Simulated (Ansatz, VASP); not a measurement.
**One calculation of Se, two programs**

INCAR

```
PREC = Accurate
ENCUT = 520
EDIFF = 1E-8
ISMEAR = -1
SIGMA = 0.03
LREAL = False
LASPH = True
NELM = 60
ALGO = Normal
ISIF = 2
LWAVE = False
LCHARG = False
GGA = PS
LEFG = True
NBANDS = 16
```

File KPOINTS:

```
regular mesh
0
Gamma
  6 6 5
```

The input POSCAR:

```
Se
1.0
    4.4535239479      0.0000000000      0.0000000000
   -2.2267619740      3.8568648753      0.0000000000
    0.0000000000      0.0000000000      4.9536000000
Se
3
Direct
    0.2254000000      0.0000000000      0.3333333333
    0.0000000000      0.2254000000      0.6666666667
    0.7746000000      0.7746000000      0.0000000000
```

Input for Ansatz:

```yaml
crystal:
  lattice:
    - [4.4535239479, 0.0, 0.0]
    - [-2.226761974, 3.8568648753, 0.0]
    - [0.0, 0.0, 4.9536]
  atoms:
    - { symbol: Se, position: [0.2254, 0.0, 0.3333333333] }
    - { symbol: Se, position: [0.0, 0.2254, 0.6666666667] }
    - { symbol: Se, position: [0.7746, 0.7746, 0.0] }
kpoints:
  mp_grid: { grid: [6, 6, 5] }
scf:
  occupations: { method: fermi_dirac, width: 0.03 }
hamiltonian:
  xc: pbesol
  pseudopotentials: { kind: all_electron, datasets: crystal }
output:
  forces: true
  stress: true
  eigenvalues: true
  efg: { contact_densities: true }
```

Change from the starting cell: equal xx and yy strain of +2 %, crystal datasets.

Alike in both runs: task electric field gradients; functional PBEsol; k mesh 6 × 6 × 5; occupations fermi-dirac, width 0.03 eV; no spin polarisation.

|  | VASP | Ansatz |
| --- | --- | --- |
| version | VASP 6.6.1 | Ansatz 0.2.0 |
| potentials or method | VASP PAW PBE potentials, release 64 (Se), cutoff 520 eV | all-electron PAW with datasets made for the crystal, scalar-relativistic |

```tsv
	VASP	Ansatz	Ansatz less VASP
gap on the k mesh at the Fermi level (eV)	1.23	1.23	+0.007
pressure (GPa)	-1.4	-1.5	-0.17
traceless stress, the component that is largest in VASP (GPa)	0.69	0.63	-0.057
rms of the force components (eV/Å)	0.030	0.055	+0.0251
size of Vzz on the site where it differs most (V/Å²)	503.3	525.9	+22.55
```

VASP's potentials were made for PBE, not for PBEsol. Atom by atom the forces differ by 0.025 eV/Å (rms over components). Ansatz ran all-electron here, and VASP with PAW potentials.
